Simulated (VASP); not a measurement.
WC (Qusongite):

```
W C
1.0
     2.92168    0.00000    0.00000
    -1.46084    2.53025    0.00000
     0.00000    0.00000    2.84705
W C
1 1
Direct
  0.00000 0.00000 0.00000
  0.66667 0.33333 0.50000
```

Base run:

| Property | Result |
| --- | --- |
| Program | VASP 6.6.1 |
| Functional | PBE |
| Potentials or basis | VASP PAW PBE potentials, release 64 (W_sv, C) |
| Cutoff | 520 eV |
| k mesh | 18 × 18 × 14 |
| Occupations | gaussian, width 0.1 eV |
| Spin | non-collinear spin, zero start, spin-orbit coupling |
| Starting moments | [[0.0, 0.0, 0.0], [0.0, 0.0, 0.0]] μB |

Its results: pressure 1.8 GPa.

Problem. The run is repeated on the same cell with these changes: spin from non-collinear spin, zero start, spin-orbit coupling to no spin polarisation; further incar settings from ALGO = Normal; EDIFF = 1e-07; NBANDS = 30 to ALGO = Normal; EDIFF = 1e-06; NBANDS = 16. What comes out?

Solution. Pressure 1.1 GPa.
